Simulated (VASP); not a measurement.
Wanted: the native input for a VASP 6.6.1 run.

* Task: single point
* Functional: LDA
* Potentials or basis: VASP PAW LDA potentials, release 64 (Ga_d, P)
* Cutoff: 520 eV
* k mesh: 8 × 8 × 8
* Occupations: fermi-dirac, width 0.05 eV
* Spin: no spin polarisation
* Dipole correction: no
* Further INCAR settings: ALGO = Normal; EDIFF = 1e-06; NBANDS = 26

The structure of GaP lies in POSCAR:

```
GaP
1.0
    1.9033506749      1.0989000245      6.2995322420
   -1.9033506749      1.0989000245      6.2995322420
    0.0000000000     -2.1978000491      6.2995322420
Ga P
2 2
Direct
    0.5646280000      0.5646280000      0.5646280000
    0.4353720000      0.4353720000      0.4353720000
    0.9426110000      0.9426110000      0.9426110000
    0.0573890000      0.0573890000      0.0573890000
```

One way to write it, as run:

INCAR

```
SYSTEM = GaP
  PREC = Accurate
  ENCUT = 520
  EDIFF = 1E-6
  ISMEAR = -1
  SIGMA = 0.05
  LREAL = .FALSE.
  LASPH = .TRUE.
  NELM = 60
  ALGO = Normal
  ISIF = 2
  LWAVE = .FALSE.
  LCHARG = .FALSE.
  GGA = CA
  NBANDS = 26
```

KPOINTS

```
regular mesh
0
G
  8 8 8
  0 0 0
```

Potentials or basis: VASP PAW LDA potentials, release 64 (Ga_d, P).

Launch:

```bash
$ cat potpaw_LDA.64/Ga_d/POTCAR potpaw_LDA.64/P/POTCAR > POTCAR
$ mpirun -np 1 vasp_std > vasp.out
```

Results of the run:

```yaml
Pressure: -0.2 GPa
Largest_force: 0.261 eV/Å
Band_gap_on_the_k_mesh: 0.72 eV (least direct gap 1.07 eV)
```

Wall time 5.5 min on 1 thread of Intel(R) Xeon(R) Platinum 8488C (Sapphire Rapids) (shared host), peak memory 0.33 GiB.
